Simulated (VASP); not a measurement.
K4BiP2:

```
CELL_PARAMETERS angstrom
5.74789 0.00000 0.00000
-2.87394 4.97782 0.00000
0.00000 -3.31854 8.61703
ATOMIC_POSITIONS crystal
P 0.07885 0.15770 0.23655
P 0.92115 0.84230 0.76345
K 0.37662 0.75324 0.12986
K 0.62338 0.24676 0.87014
K 0.20862 0.41724 0.62586
K 0.79138 0.58276 0.37414
Bi 0.00000 0.00000 0.00000
```

* Program: VASP 6.6.1
* Task: relaxation of cell and atoms
* Functional: r2SCAN
* Potentials or basis: VASP PAW PBE potentials, release 64 (P, K_sv, Bi_d)
* Cutoff: 550 eV
* k mesh: 6 × 6 × 6
* Occupations: fermi-dirac, width 0.1 eV
* Spin: no spin polarisation

At the start: pressure 11.3 GPa; volume 35.22 Å³/atom.

Question: How do energy, volume and symmetry change on relaxing?

Answer: Over 16 steps the energy falls by 829.4 meV/atom and the volume is 37.94 Å³/atom (+7.7 %); space group R-3m (No. 166, to 0.1 Å) before and after.

The path:
```tsv
step	energy change (eV)	largest force (eV/Å)	pressure (GPa)	volume (Å³)
1	0.0000	12.6382	11.29	246.55
2	-3.6890	1.0689	-2.35	335.41
3	-5.5381	0.4263	-0.95	287.25
4	-5.5543	0.4267	-0.82	285.77
5	-5.5684	0.4277	-0.48	282.46
6	-5.5681	0.4275	-0.56	283.17
7	-5.5995	0.4282	-0.36	278.62
8	-5.6475	0.4263	0.35	265.30
9	-5.6825	0.3740	0.26	266.00
10	-5.7591	0.2184	0.01	268.08
11	-5.7915	0.0628	-0.35	272.29
12	-5.7976	0.0312	-0.27	271.14
13	-5.7952	0.2628	0.35	263.68
14	-5.8024	0.1192	0.00	267.75
15	-5.8053	0.0509	0.03	266.50
16	-5.8059	0.0047	0.05	265.56
```

Final structure:
```
P K Bi
1.0
     5.59413    0.00000    0.00000
    -2.79706    4.84466    0.00000
     0.00000   -3.22977    9.79861
P K Bi
2 4 1
Direct
  0.09319 0.18639 0.27958
  0.90681 0.81361 0.72042
  0.39241 0.78482 0.17722
  0.60759 0.21518 0.82278
  0.20686 0.41372 0.62058
  0.79314 0.58628 0.37942
  0.00000 0.00000 0.00000
```

Caveat: the PAW data sets were made with another functional, which shifts forces and pressure a little.
